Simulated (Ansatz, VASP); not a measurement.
## Mo: VASP beside Ansatz

Contents of INCAR:

```
SYSTEM = Mo
PREC     = Accurate       ! precision mode
ENCUT    = 520            ! plane-wave cutoff, eV
EDIFF    = 1E-7           ! SCF threshold, eV
ISMEAR   = -1             ! smearing method
SIGMA    = 0.08           ! smearing width, eV
LREAL    = .False.        ! projectors in reciprocal space
LASPH    = .True.         ! aspherical terms in the spheres
NELM     = 60             ! most SCF steps
ALGO     = Normal         ! electronic algorithm
ISIF     = 2              ! what is computed and relaxed
LWAVE    = .False.        ! write WAVECAR
LCHARG   = .True.         ! write CHGCAR
GGA      = PE             ! functional
LELF     = .True.         ! ELF
LVHAR    = .True.       
NBANDS   = 21             ! bands
```

File KPOINTS:

```
Automatic mesh
0
Gamma
  15 15 8
  0 0 0
```

The input POSCAR:

```
Mo
1.0
    2.7580637392      0.0000000000      0.0000000000
   -1.3790318696      2.3885532634      0.0000000000
    0.0000000000      0.0000000000      4.8918777128
Mo
2
Direct
    0.3333333333      0.6666666667      0.2500000000
    0.6666666667      0.3333333333      0.7500000000
```

Input for Ansatz:

```yaml
crystal:
  lattice:
    - [2.7580637392, 0.0, 0.0]
    - [-1.3790318696, 2.3885532634, 0.0]
    - [0.0, 0.0, 4.8918777128]
  atoms:
    - { symbol: Mo, position: [0.3333333333, 0.6666666667, 0.25] }
    - { symbol: Mo, position: [0.6666666667, 0.3333333333, 0.75] }
kpoints:
  mp_grid: { grid: [15, 15, 8] }
  band_path:
    path:
      - [0.0, 0.0, 0.0]
      - [0.5, 0.0, 0.0]
      - [0.3333333333, 0.3333333333, 0.0]
      - [0.0, 0.0, 0.0]
      - [0.0, 0.0, 0.5]
      - [0.5, 0.0, 0.5]
      - [0.3333333333, 0.3333333333, 0.5]
      - [0.0, 0.0, 0.5]
      - [0.5, 0.0, 0.5]
    npoints: 14
scf:
  occupations: { method: fermi_dirac, width: 0.08 }
hamiltonian:
  xc: pbe
  pseudopotentials: { kind: all_electron, lapw: { basis_error: 0.001 } }
output:
  forces: true
  stress: true
  eigenvalues: true
  populations: true
  dos: { projected: true, de: 0.2, e_range: [-14, 8] }
```

Alike in both runs: task single point; functional PBE; k mesh 15 × 15 × 8; occupations fermi-dirac, width 0.08 eV; no spin polarisation.

|  | VASP | Ansatz |
| --- | --- | --- |
| version | VASP 6.6.1 | Ansatz 0.2.0 |
| potentials or method | VASP PAW PBE potentials, release 64 (Mo_sv), cutoff 520 eV | all-electron LAPW, scalar-relativistic |

VASP gave:

| Property | Result |
| --- | --- |
| pressure (GPa) | 0.5 |
| traceless stress, the component that is largest in VASP (GPa) | -0.08 |

Problem. Which values does Ansatz return?

Solution. Pressure (GPa): 0.0; traceless stress, the component that is largest in VASP (GPa): 0.02.

Ansatz ran all-electron here, and VASP with PAW potentials.
